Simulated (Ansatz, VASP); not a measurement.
**Two plane-wave programs on MgB2**

File INCAR:

```
PREC     = Accurate       # precision mode
ENCUT    = 600            # plane-wave cutoff, eV
EDIFF    = 1E-6           # SCF threshold, eV
ISMEAR   = -1             # smearing method
SIGMA    = 0.05           # smearing width, eV
LREAL    = False          # projectors in reciprocal space
LASPH    = True           # aspherical terms in the spheres
NELM     = 120            # most SCF steps
ALGO     = Normal         # electronic algorithm
ISIF     = 2              # what is computed and relaxed
LWAVE    = False          # write WAVECAR
LCHARG   = True           # write CHGCAR
GGA      = PE             # functional
LELF     = True           # ELF
LVHAR    = True         
NBANDS   = 17             # bands
GGA_COMPAT= False
```

The input KPOINTS:

```
Automatic mesh
0
Gamma
  8 8 8
```

Contents of POSCAR:

```
MgB2
1.0
    0.0000000000      2.9936400000      2.9936400000
    2.9936400000      0.0000000000      2.9936400000
    2.9936400000      2.9936400000      0.0000000000
Mg B
2 4
Direct
    0.0095210000     -0.0202020000      0.0011170000
    0.2644180000      0.2382590000      0.2524120000
    0.6151860000      0.1206750000      0.6340960000
    0.6104320000      0.6236310000      0.1299960000
    0.1370110000      0.6171230000      0.6139570000
    0.6286610000      0.6231370000      0.6197090000
```

File input.yaml:

```yaml
crystal:
  lattice:
    - [0.0, 2.99364, 2.99364]
    - [2.99364, 0.0, 2.99364]
    - [2.99364, 2.99364, 0.0]
  atoms:
    - { symbol: Mg, position: [0.009521, -0.020202, 0.001117] }
    - { symbol: Mg, position: [0.264418, 0.238259, 0.252412] }
    - { symbol: B, position: [0.615186, 0.120675, 0.634096] }
    - { symbol: B, position: [0.610432, 0.623631, 0.129996] }
    - { symbol: B, position: [0.137011, 0.617123, 0.613957] }
    - { symbol: B, position: [0.628661, 0.623137, 0.619709] }
hamiltonian:
  xc: pbe
  pseudopotentials: { kind: paw }
kpoints:
  mp_grid: { grid: [8, 8, 8] }
scf:
  occupations: { method: fermi_dirac, width: 0.05 }
output:
  forces: true
  stress: true
  eigenvalues: true
  write_density: true
  write_potential: true
  elf: true
  volumetric_format: npy
```

Change from the starting cell: atoms moved at random, drawn with an rms of 0.05 Å.

Alike in both runs: task single point; functional PBE; k mesh 8 × 8 × 8; occupations fermi-dirac, width 0.05 eV; no spin polarisation.

```csv
,VASP,Ansatz
version,VASP 6.6.1,Ansatz 0.2.0
potentials or method,"VASP PAW PBE potentials, release 64 (Mg, B)",Ansatz PAW
plane-wave cutoff (eV),600,420
valence electrons in the cell,16,32
```

VASP gave:

```
gap on the k mesh at the Fermi level (eV)                     : none
pressure (GPa)                                                : 0.5
traceless stress, the component that is largest in VASP (GPa) : -0.69
rms of the force components (eV/Å)                            : 0.236
```

Q: Which values does Ansatz return?

A: gap on the k mesh at the Fermi level (eV): none; pressure (GPa): 0.7; traceless stress, the component that is largest in VASP (GPa): -0.69; rms of the force components (eV/Å): 0.235.

Atom by atom the forces differ by 0.002 eV/Å (rms over components). A gap of «none» marks a metal or a gap that the smearing closes. With one functional, cell and mesh, what is left measures potentials, basis and numerics. VASP's potentials hold 16 valence electrons a cell and Ansatz's 32, so a difference there can come from the potentials and not from the codes.
